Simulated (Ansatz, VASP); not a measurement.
## MgO: VASP beside Ansatz

```xyz
2
Lattice="2.9377 0.0000 0.0000 -1.4689 2.6777 0.0000 0.0000 0.0000 2.6798" Properties=species:S:1:pos:R:3 pbc="T T T"
Mg    0.0000    0.0000    0.0000
O     0.0000    1.7851    1.3399
```

Change from the starting cell: strain +0.0525 x Voigt [0, 1, 0, 0, 0, 0], atoms carried along.

Alike in both runs: task single point; functional PBE; k mesh 12 × 12 × 8; occupations gaussian, width 0.05 eV; no spin polarisation.

|  | VASP | Ansatz |
| --- | --- | --- |
| version | VASP 6.6.1 | Ansatz 0.2.0 |
| potentials or method | VASP PAW PBE potentials, release 64 (Mg, O), cutoff 520 eV | scalar-relativistic, plane waves, PAW |
| valence electrons in the cell | 8 | 16 |

|  | VASP | Ansatz | Ansatz less VASP |
| --- | --- | --- | --- |
| gap on the k mesh at the Fermi level (eV) | 2.46 | 2.48 | +0.022 |
| least direct gap on the mesh (eV) | 2.81 | 2.83 | +0.020 |
| pressure (GPa) | -6.2 | -5.6 | +0.62 |
| traceless stress, the component that is largest in VASP (GPa) | -9.37 | -9.32 | +0.053 |
| rms of the force components (eV/Å) | 0.037 | 0.038 | +0.0005 |

Atom by atom the forces differ by 0.001 eV/Å (rms over components). VASP's potentials hold 8 valence electrons a cell and Ansatz's 16, so a difference there can come from the potentials and not from the codes.
